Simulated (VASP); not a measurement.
Here is a VASP 6.6.1 calculation.

Contents of INCAR:

```
PREC = Accurate
ENCUT = 500
EDIFF = 1E-6
ISMEAR = 0
SIGMA = 0.028000000000000004
LREAL = F
LASPH = T
NELM = 120
ALGO = Normal
ISIF = 2
LWAVE = F
LCHARG = F
GGA = PE
NBANDS = 18
GGA_COMPAT = F
```

KPOINTS

```
regular mesh
0
Gamma
  7 7 7
```

File POSCAR:

```
BiTe
1.0
    0.0000000000      3.2350000000      3.2350000000
    3.2350000000      0.0000000000      3.2350000000
    3.2350000000      3.2350000000      0.0000000000
Bi Te
1 1
Direct
    0.0000000000      0.0000000000      0.0000000000
    0.5000000000      0.5000000000      0.5000000000
```

Potentials or basis: VASP PAW PBE potentials, release 64 (Bi_d, Te).

Command:

```console
$ cat potpaw_PBE.64/Bi_d/POTCAR potpaw_PBE.64/Te/POTCAR > POTCAR
$ mpirun -np 1 vasp_std > vasp.out
```

Question: Estimate the pressure.

Answer: 0.9 GPa.
